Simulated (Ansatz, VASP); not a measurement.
Two plane-wave programs on SiW3

Contents of INCAR:

```
SYSTEM = SiW3
PREC = Accurate
ENCUT = 520
EDIFF = 1E-6
ISMEAR = 0
SIGMA = 0.15
LREAL = .False.
LASPH = .True.
NELM = 60
ALGO = Fast
ISIF = 2
LWAVE = .False.
LCHARG = .True.
GGA = PE
LELF = .True.
LVHAR = .True.
NBANDS = 31
```

File KPOINTS:

```
Automatic mesh
0
Gamma
  14 14 14
  0 0 0
```

File POSCAR:

```
SiW3
1.0
   -2.6688603456      2.6688603456      2.4735778813
    2.6688603456     -2.6688603456      2.4735778813
    2.6688603456      2.6688603456     -2.4735778813
Si W
1 3
Direct
    0.0000000000      0.0000000000      0.0000000000
    0.5000000000      0.5000000000      0.0000000000
    0.5000000000      0.0000000000      0.5000000000
    0.0000000000      0.5000000000      0.5000000000
```

Input for Ansatz:

```yaml
crystal:
  lattice:
    - [-2.6688603456, 2.6688603456, 2.4735778813]
    - [2.6688603456, -2.6688603456, 2.4735778813]
    - [2.6688603456, 2.6688603456, -2.4735778813]
  atoms:
    - { symbol: Si, position: [0.0, 0.0, 0.0] }
    - { symbol: W, position: [0.5, 0.5, 0.0] }
    - { symbol: W, position: [0.5, 0.0, 0.5] }
    - { symbol: W, position: [0.0, 0.5, 0.5] }
basis:
  ecutwfc: 420
kpoints:
  mp_grid: { grid: [14, 14, 14] }
hamiltonian:
  xc: pbe
scf:
  occupations: { method: gaussian, width: 0.15 }
output:
  forces: true
  stress: true
  eigenvalues: true
  write_density: true
  write_potential: true
  elf: true
  volumetric_format: npy
```

Change from the starting cell: strain +0.025 along x and y, -0.050 along z, atoms carried along.

Alike in both runs: task single point; functional PBE; k mesh 14 × 14 × 14; occupations gaussian, width 0.15 eV; no spin polarisation.

```csv
,VASP,Ansatz
version,VASP 6.6.1,Ansatz 0.2.0
potentials or method,"VASP PAW PBE potentials, release 64 (Si, W_sv), cutoff 520 eV","scalar-relativistic, plane waves, PAW"
valence electrons in the cell,46,46
```

```tsv
	VASP	Ansatz	Ansatz less VASP
gap on the k mesh at the Fermi level (eV)	none	none	-
pressure (GPa)	3.1	2.6	-0.42
traceless stress, the component that is largest in VASP (GPa)	17.86	17.47	-0.391
```

A gap of «none» marks a metal or a gap that the smearing closes.

Spin-orbit coupling is off throughout.
